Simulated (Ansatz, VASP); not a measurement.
**Two plane-wave programs on Mo**

```
CELL_PARAMETERS angstrom
-1.57100 1.57100 1.50816
1.57100 -1.57100 1.50816
1.57100 1.57100 -1.50816
ATOMIC_POSITIONS crystal
Mo 0.00000 0.00000 0.00000
```

Change from the starting cell: strain +0.000 along x and y, -0.040 along z, atoms carried along.

Alike in both runs: task single point; functional PBE; k mesh 22 × 22 × 22; occupations gaussian, width 0.15 eV; no spin polarisation.

|  | VASP | Ansatz |
| --- | --- | --- |
| version | VASP 6.6.1 | Ansatz 0.2.0 |
| potentials or method | VASP PAW PBE potentials, release 64 (Mo_sv), cutoff 520 eV | scalar-relativistic, plane waves, PAW |
| valence electrons in the cell | 14 | 14 |

Ansatz gave:

- gap on the k mesh at the Fermi level (eV): none
- pressure (GPa): 17.4
- traceless stress, the component that is largest in VASP (GPa): 9.43

Problem. What did VASP give for the same quantities?

Solution. gap on the k mesh at the Fermi level (eV): none; pressure (GPa): 18.1; traceless stress, the component that is largest in VASP (GPa): 9.43.

A gap of «none» marks a metal or a gap that the smearing closes.
